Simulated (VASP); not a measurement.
# In5Ga3CuBi2Sb5 (P1) in VASP: single point with PBE

Aim: the single point of In5Ga3CuBi2Sb5 with PBE.

Program: VASP 6.6.1. These are calculated values, not measurements. Logs are shortened: lines on timing, memory, paths and dates and some standing lists are left out, and cuts for length are marked.

## Step 1: The cell of the first run

The typed cell holds 16 atoms: a = 8.180 Å, b = 8.220 Å, c = 8.380 Å, α = 110.81°, β = 113.48°, γ = 106.30°.

## Step 2: Single point, PBE

The input, INCAR:

```
ALGO = Fast ; EDIFF = 1E-7
ENCUT = 520 ; GGA = PE
ISIF = 2 ; ISMEAR = 0
ISYM = 0 ; LASPH = T
LCHARG = F ; LREAL = Auto
LWAVE = F ; NBANDS = 99
NELM = 80 ; PREC = Accurate
SIGMA = 0.1
```

The input, KPOINTS:

```
Automatic mesh
0
Gamma
  2 2 2
  0.5 0.5 0.5
```

The input, POSCAR:

```
In5Ga3CuBi2Sb5
1.0
   -4.8049666229      4.8969321461     -4.4541392580
    4.6443292703      4.9345459859      4.6523904505
    4.7796879212     -5.0951833386     -4.6271117488
Cu Ga In Sb Bi
1 3 5 5 2
Direct
    0.2389557151      0.1083618161      0.8507544606
    0.5293570280      0.7703082004      0.7349959968
    0.7070061737      0.9026424420      0.1419512523
    0.4480513334      0.5057311806      0.0033926919
    0.5019384509      0.9799767593      0.3859644673
    0.7437789345      0.5338103100      0.7696634268
    0.5614136604      0.3230048275      0.2655994846
    0.0506863998      0.0415837496      0.0805979630
    0.6719001961      0.1967256469     -0.0629645615
    0.9697849795      0.2722806873      0.7785610675
    0.2968837968      0.1800858754      0.5852674742
   -0.0173017663      0.3311880420      0.4451694913
    0.8186274639      0.8186430323      0.5848997986
    0.2921357073      0.5596301987      0.2984899059
   -0.0545029869      0.6945495466      0.2693463353
    0.2417878794      0.7743353858     -0.1274718629
```

Potentials or basis: VASP PAW PBE potentials, release 64 (Cu, Ga_d, In_d, Sb, Bi_d).

Command:

```sh
$ cat potpaw_PBE.64/Cu/POTCAR potpaw_PBE.64/Ga_d/POTCAR potpaw_PBE.64/In_d/POTCAR potpaw_PBE.64/Sb/POTCAR potpaw_PBE.64/Bi_d/POTCAR > POTCAR
$ mpirun -np 1 vasp_std > vasp.out
```

OUTCAR:

```text
EDIFF = 1E-7
   ENCUT = 520
   GGA = PE
   ISIF = 2
   ISMEAR = 0
   ISYM = 0
   LASPH = T
   LREAL = Auto
   NELM = 80
   PREC = Accurate

 ion  position               nearest neighbor table
   1  0.239  0.108  0.851-  11 2.67   4 2.72   7 2.81  16 2.82  13 2.83  10 2.87   8 3.00   9 3.12

   2  0.529  0.770  0.735-   3 2.73  14 2.85   9 2.90   6 2.97  16 3.01  13 3.09   8 3.43
   3  0.707  0.903  0.142-   2 2.73   4 2.82  12 2.93   8 3.04  15 3.06   5 3.13  16 3.15   9 3.44

   4  0.448  0.506  0.003-   1 2.72   3 2.82  11 3.00   7 3.07  10 3.14  14 3.16  15 3.27  16 3.36

   5  0.502  0.980  0.386-  14 3.05   3 3.13  11 3.18  10 3.23   7 3.29  13 3.36  16 3.38   9 3.75
                             6 3.80   8 3.86  12 3.89
   6  0.744  0.534  0.770-   2 2.97  10 3.21  11 3.25  13 3.28  15 3.37   7 3.38   8 3.42   9 3.53
                            16 3.57   5 3.80
   7  0.561  0.323  0.266-   1 2.81   4 3.07  12 3.13   9 3.15   5 3.29  13 3.34  14 3.35   6 3.38
                             8 3.47  15 3.70  16 3.74
   8  0.051  0.042  0.081-   1 3.00   3 3.04  13 3.25  16 3.42   6 3.42  11 3.43   2 3.43   7 3.47
                            12 3.50  14 3.50   9 3.61  10 3.64  15 3.78   5 3.86
   9  0.672  0.197  0.937-   2 2.90   1 3.12   7 3.15  11 3.22  10 3.23  15 3.36   3 3.44  12 3.50
                             6 3.53   8 3.61   5 3.75  16 3.88
  10  0.970  0.272  0.779-   1 2.87  12 3.04  13 3.10   4 3.14   6 3.21   9 3.23   5 3.23  14 3.40
                             8 3.64  16 3.71  11 3.75
  11  0.297  0.180  0.585-   1 2.67   4 3.00  12 3.15   5 3.18   9 3.22   6 3.25  15 3.34   8 3.43
                            10 3.75
  12  0.983  0.331  0.445-   3 2.93  10 3.04   7 3.13  11 3.15  16 3.31   8 3.50   9 3.50  14 3.59
                            15 3.80   5 3.89
  13  0.819  0.819  0.585-   1 2.83   2 3.09  10 3.10  15 3.16   8 3.25   6 3.28   7 3.34   5 3.36
                            14 3.44  16 3.55
  14  0.292  0.560  0.298-   2 2.85   5 3.05   4 3.16  15 3.28   7 3.35  10 3.40  13 3.44   8 3.50
                            12 3.59
  15  0.945  0.695  0.269-   3 3.06  13 3.16   4 3.27  14 3.28  11 3.34   9 3.36   6 3.37   7 3.70
                             8 3.78  12 3.80
  16  0.242  0.774  0.873-   1 2.82   2 3.01   3 3.15  12 3.31   4 3.36   5 3.38   8 3.42  13 3.55
                             6 3.57  10 3.71   7 3.74   9 3.88

IMPORTANT INFORMATION: All symmetrisations will be switched off!
NOSYMM: (Re-)initialisation of all symmetry stuff for point group C_1.

----------------------------------------------------------------------------------------

                                     Primitive cell

  volume of cell :     420.3918

  direct lattice vectors                    reciprocal lattice vectors
[... 106 lines left out ...]
   NUPDOWN=      -1.0000    fix difference up-down
   EMIN   =  10.00;   EMAX   =-10.00  energy-range for DOS
   EFERMI =   0.00;   METHOD = LEGACY
   ISMEAR =     0;   SIGMA  =   0.10  broadening in eV -4-tet -1-fermi 0-gaus
   EFERMI_NEDOS =   21; number of points for ismear=-14 and -15
   IALGO  =     68    algorithm
   IMIX   =      4    mixing-type and parameters
     AMIX     =   0.40;   BMIX     =  1.00
     AMIX_MAG =   1.60;   BMIX_MAG =  1.00
  volume/ion in A,a.u.               =      26.27       177.31
  Fermi-wavevector in a.u.,A,eV,Ry     =   1.210616  2.287732 19.940576  1.465591
  Thomas-Fermi vector in A             =   2.346157
   LORBIT       =      0    0 simple, 1 ext, 2 COOP (PROOUT), +10 PAW based schemes
   GGA     = PE    functional components
   LHFCALC =     F    Hartree Fock is set to
   AEXX    =    0.0000 exact exchange contribution
   IVDW    =     0    specifies the selected vdW correction
   LEPSILON=     F    determine dielectric tensor
   LRPA    =     F    only Hartree local field effects (RPA)
 non-spin polarized calculation
 RMM-DIIS sequential band-by-band and
 Gauss-broadening in eV      SIGMA  =   0.10
  energy-cutoff  :      520.00
  volume of cell :      420.39
 maximum number of plane-waves:     11327
 NGX is ok and might be reduce to    64
   NGX = 31   NGY = 31   NGZ = 31

 number of electron     170.0000004 magnetization

 Free energy of the ion-electron system (eV)
  ---------------------------------------------------
  ext. energy  EPLUGINS =         0.00000000
  ---------------------------------------------------
  free energy    TOTEN  =       -53.26020040 eV

  energy without entropy =      -53.24385537  energy(sigma->0) =      -53.25202788

 E-fermi :   6.9940     XC(G=0): -10.1037

 val. band max:        6.9144941581   @ k =  -0.2500   0.2500   0.2500
 cond. band min:       7.0891398658   @ k =   0.2500  -0.2500   0.2500
 fundamental gap:      0.1746457077
 Fermi energy:         6.9940296759

 k-point     1 :       0.2500    0.2500    0.2500
  band No.  band energies     occupation
      1     -15.9964      2.00000
      2     -15.9886      2.00000
      3     -15.9819      2.00000
      4     -15.9594      2.00000
      5     -15.9557      2.00000
      6     -15.8542      2.00000
[... 389 lines left out ...]
     96       9.3085      0.00000
     97       9.5069      0.00000
 [bands above 97 left out]

------------------------ aborting loop because EDIFF is reached ----------------------------------------

  FORCE on cell =-STRESS in cart. coord.  units (eV):
  Direction    XX          YY          ZZ          XY          YZ          ZX
  --------------------------------------------------------------------------------------
  -------------------------------------------------------------------------------------
  Total        0.1249074      0.1310098     -0.2006703     -0.1399315      0.2460951      0.0162203
  in kB        0.4760410      0.4992982     -0.7647849     -0.5333002      0.9379058      0.0618182
  external PRESSURE =       0.0701847 kB  Pullay stress =       0.0000000 kB

 VOLUME and BASIS-vectors are now :
 -----------------------------------------------------------------------------
  energy-cutoff  :      520.00
  volume of cell :      420.39
      direct lattice vectors                 reciprocal lattice vectors
    -4.804966623  4.896932146 -4.454139258     0.002074461  0.104014408 -0.112393482
     4.644329270  4.934545986  4.652390451     0.107883426  0.103528452 -0.002560417
     4.779687921 -5.095183339 -4.627111749     0.106475898  0.003967945 -0.110499998

 POSITION                                       TOTAL-FORCE (eV/Angst)
 -----------------------------------------------------------------------------------
      3.42143     -2.62988     -4.49674        -0.022889      0.027731     -0.001512
      4.54707      2.64841     -2.17496        -0.001373     -0.019196      0.007736
      1.47351      7.19302      0.39352         0.016343     -0.020932      0.037695
      0.21213      4.67234      0.34148         0.012814     -0.000907     -0.006765
      3.98433      5.32714      0.53763        -0.022627     -0.009375     -0.013902
      2.58411      2.35477     -4.39072        -0.010690     -0.008273      0.002644
[... 8 lines left out ...]
     -0.02997      6.68495     -2.22636        -0.018772      0.007133     -0.012613
      6.60490      0.55932     -1.51173        -0.000683      0.008980     -0.016463
 -----------------------------------------------------------------------------------
    total drift:                                0.011604      0.037379     -0.000876

  FREE ENERGIE OF THE ION-ELECTRON SYSTEM (eV)
  ---------------------------------------------------
  free  energy   TOTEN  =       -53.2602004000 eV

  energy  without entropy=      -53.2438553665  energy(sigma->0) =      -53.25202788
```

It took 7.9 min on 1 thread of Intel Xeon 6975P-C (Granite Rapids), shared host; peak memory 0.67 GiB.

Results:

- Free energy: -53.2602 eV
- Pressure: 0.0 GPa
- Largest force: 0.046 eV/Å
- Band gap on the k mesh: zero (bands 85 and 86 overlap by 0.20 eV)

Forces in eV/Å, atoms in the order of the input:
```
Cu  -0.023  0.028 -0.002
Ga  -0.001 -0.019  0.008
Ga   0.016 -0.021  0.038
Ga   0.013 -0.001 -0.007
In  -0.023 -0.009 -0.014
In  -0.011 -0.008  0.003
In   0.017 -0.022  0.006
In   0.006 -0.016 -0.020
In   0.011  0.012  0.010
Sb   0.023 -0.011  0.007
Sb   0.011  0.016  0.033
Sb  -0.019  0.017 -0.022
Sb  -0.020  0.013 -0.027
Sb   0.019  0.006  0.014
Bi  -0.019  0.007 -0.013
Bi  -0.001  0.009 -0.016
```

Caveat: the k points lie up to 0.47 Å⁻¹ apart; spin-orbit coupling is left out, which moves the levels of the heavy elements.

The gap in the log of VASP goes by the Fermi energy; the results here count the filled bands.